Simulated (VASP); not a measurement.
Crystal: Au.

```
CELL_PARAMETERS angstrom
-1.62344 1.62344 1.62344
1.62344 -1.62344 1.62344
1.62344 1.62344 -1.62344
ATOMIC_POSITIONS crystal
Au 0.00000 0.00000 0.00000
```

Base run:

| Quantity | Value |
| --- | --- |
| Program | VASP 6.6.1 |
| Functional | r2SCAN |
| Potentials or basis | VASP PAW PBE potentials, release 64 (Au) |
| Cutoff | 520 eV |
| k mesh | 11 × 11 × 11 |
| Occupations | fermi-dirac, width 0.05 eV |
| Spin | no spin polarisation |

Its results: pressure 5.4 GPa.

Q: The run is repeated on the same cell with these changes: functional from r2SCAN to HSE06; k mesh from 11 × 11 × 11 to 6 × 6 × 6. What comes out?

A: Pressure 5.0 GPa.

Several settings changed at once, so the effect can't be laid on one alone.

Caveats: some runs use coarse meshes; the PAW data sets were made with another functional, which shifts forces and pressure a little.
